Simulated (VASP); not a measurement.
Wanted: the native input for a VASP 6.6.1 run.

```
Task                   : single point
Functional             : r2SCAN
Potentials or basis    : VASP PAW PBE potentials, release 64 (Mo_sv, S)
Cutoff                 : 520 eV
k mesh                 : 6 × 6 × 6
Occupations            : gaussian, width 0.01 eV
Spin                   : no spin polarisation
Dipole correction      : no
Further INCAR settings : ALGO = Normal; EDIFF = 1e-06; NBANDS = 20
```

MoS2:

```
CELL_PARAMETERS angstrom
1.58759 0.91660 6.19394
-1.58759 0.91660 6.19394
0.00000 -1.83319 6.19394
ATOMIC_POSITIONS crystal
Mo 0.99999 0.99999 0.99999
S 0.41700 0.41700 0.41700
S 0.24968 0.24968 0.24968
```

These files were run (other wordings do the same):

POSCAR

```
MoS2
1.0
    1.5875907341      0.9165959377      6.1939395585
   -1.5875907341      0.9165959377      6.1939395585
    0.0000000000     -1.8331918754      6.1939395585
Mo S
1 2
Direct
   -0.0000146006     -0.0000146006     -0.0000146006
    0.4170015125      0.4170015125      0.4170015125
    0.2496797548      0.2496797548      0.2496797548
```

INCAR.step1

```
PREC = Accurate ; ENCUT = 520
ISMEAR = 0 ; SIGMA = 0.01
LREAL = F ; LASPH = T
NELM = 60 ; NBANDS = 20
GGA = PE ; ALGO = Normal
EDIFF = 1E-4 ; LWAVE = T
LCHARG = F
```

INCAR.step2

```
PREC = Accurate ; ENCUT = 520
EDIFF = 1E-6 ; ISMEAR = 0
SIGMA = 0.01 ; LREAL = F
LASPH = T ; NELM = 60
ALGO = Normal ; ISIF = 2
LWAVE = F ; LCHARG = F
METAGGA = R2SCAN ; LMIXTAU = T
NBANDS = 20 ; ISTART = 1
```

KPOINTS

```
regular mesh
0
Gamma
  6 6 6
```

Potentials or basis: VASP PAW PBE potentials, release 64 (Mo_sv, S).

Command:

```sh
$ cat potpaw_PBE.64/Mo_sv/POTCAR potpaw_PBE.64/S/POTCAR > POTCAR
$ cp INCAR.step1 INCAR
$ mpirun -np 1 vasp_std > vasp.out
$ cp INCAR.step2 INCAR
$ mpirun -np 1 vasp_std > vasp.out
```

It gave:

```yaml
Pressure: 1.2 GPa
Largest_force: 0.047 eV/Å
Band_gap_on_the_k_mesh: 1.05 eV (least direct gap 1.80 eV)
```

Caveat: the PAW data sets were made with another functional, which shifts forces and pressure a little.

It took 9.4 min on 1 thread of Intel Xeon 8259CL, on a shared host, peak memory 0.37 GiB.
